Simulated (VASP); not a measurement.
Ag, 2 atoms in the cell. Symmetry: P6_3/mmc, No. 194, hexagonal system. The conventional cell has a = 2.945 Å, b = 2.945 Å, c = 4.742 Å, α = 90.00°, β = 90.00°, γ = 120.00°. Ag (site symmetry -6m2) has 12 Ag at 2.92 to 2.94 Å within 3.8 Å. This isn't the form of Ag at room conditions, which is fcc. This cell differs from its parent crystal: z stretched by -1 % at fixed volume.

| Quantity | Value |
| --- | --- |
| Program | VASP 6.6.1 |
| Task | single point |
| Functional | PBE |
| Potentials or basis | VASP PAW PBE potentials, release 64 (Ag) |
| Cutoff | 520 eV |
| k mesh | 14 × 14 × 8 |
| Occupations | fermi-dirac, width 0.05 eV |
| Spin | no spin polarisation |
| Dipole correction | no |
| Further INCAR settings | ALGO = Normal; EDIFF = 1e-06; NBANDS = 18 |

Potentials or basis: VASP PAW PBE potentials, release 64 (Ag).

Command:

```bash
$ cat potpaw_PBE.64/Ag/POTCAR > POTCAR
$ mpirun -np 1 vasp_std > vasp.out
```

Hardware: 1 thread of Intel(R) Xeon(R) 6975P-C (Granite Rapids), with other jobs on the host.

Q: How long does it take, and how much memory?

A: It took 17 s on 1 thread of Intel(R) Xeon(R) 6975P-C (Granite Rapids), with other jobs on the host, peak memory 0.19 GiB. Counts: scf iterations 11, k points 120.
